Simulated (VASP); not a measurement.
Wanted: the native input for a VASP 6.6.1 run.

```yaml
Task: single point
Functional: PBE
Potentials_or_basis: VASP PAW PBE potentials, release 64 (Tm_3, Mg, C), 4f in core
Cutoff: 600 eV
k_mesh: 6 × 4 × 6
Occupations: gaussian, width 0.2 eV
Spin: no spin polarisation
Dipole_correction: no
Further_INCAR_settings: ALGO = Normal; EDIFF = 1e-06; NBANDS = 39
```

The structure of Tm2MgC2 lies in POSCAR:

```
Tm2MgC2
1.0
    0.0000000000     -3.5262615349      0.0000000000
    7.0525230699      0.0000000000      0.0000000000
   -1.7631307675      1.7631307675      6.8728079248
Tm Mg C
4 2 4
Direct
    0.6659781017      0.3329890508      0.3319562034
    0.6659781017      0.8329890508      0.3319562034
    0.3340218983      0.1670109492      0.6680437966
    0.3340218983      0.6670109492      0.6680437966
    0.0000000000      0.5000000000      0.0000000000
    0.0000000000      0.0000000000      0.0000000000
    0.8421113881      0.4210556940      0.6842227761
    0.8421113881      0.9210556940      0.6842227761
    0.1578886119      0.0789443060      0.3157772239
    0.1578886119      0.5789443060      0.3157772239
```

One way to write it, as run:

INCAR

```
SYSTEM = Tm2MgC2
PREC     = Accurate       ! precision mode
ENCUT    = 600            ! plane-wave cutoff, eV
EDIFF    = 1E-6           ! SCF threshold, eV
ISMEAR   = 0              ! smearing method
SIGMA    = 0.2            ! smearing width, eV
LREAL    = .FALSE.        ! projectors in reciprocal space
LASPH    = .TRUE.         ! aspherical terms in the spheres
NELM     = 200            ! most SCF steps
ALGO     = Normal         ! electronic algorithm
ISIF     = 2              ! what is computed and relaxed
LWAVE    = .FALSE.        ! write WAVECAR
LCHARG   = .TRUE.         ! write CHGCAR
GGA      = PE             ! functional
LELF     = .TRUE.         ! ELF
LVHAR    = .TRUE.       
NBANDS   = 39             ! bands
GGA_COMPAT= .FALSE.      
LMAXMIX  = 6              ! l up to which the mixer works
```

KPOINTS

```
regular mesh
0
G
  6 4 6
  0 0 0
```

Potentials or basis: VASP PAW PBE potentials, release 64 (Tm_3, Mg, C), 4f in core.

Launch:

```bash
$ cat potpaw_PBE.64/Tm_3/POTCAR potpaw_PBE.64/Mg/POTCAR potpaw_PBE.64/C/POTCAR > POTCAR
$ mpirun -np 1 vasp_std > vasp.out
```

Results of the run:

```
Pressure               : 0.9 GPa
Largest force          : 0.071 eV/Å
Band gap on the k mesh : zero (bands 28 and 29 overlap by 1.00 eV)
```

Caveat: spin-orbit coupling is left out, which moves the levels of the heavy elements; the 4f electrons are frozen in the core, so they carry no moment and show no levels.

Wall time 4.7 min on 1 thread of AMD EPYC 9R45 96-Core Processor (Zen 5) (shared host), peak memory 0.47 GiB.
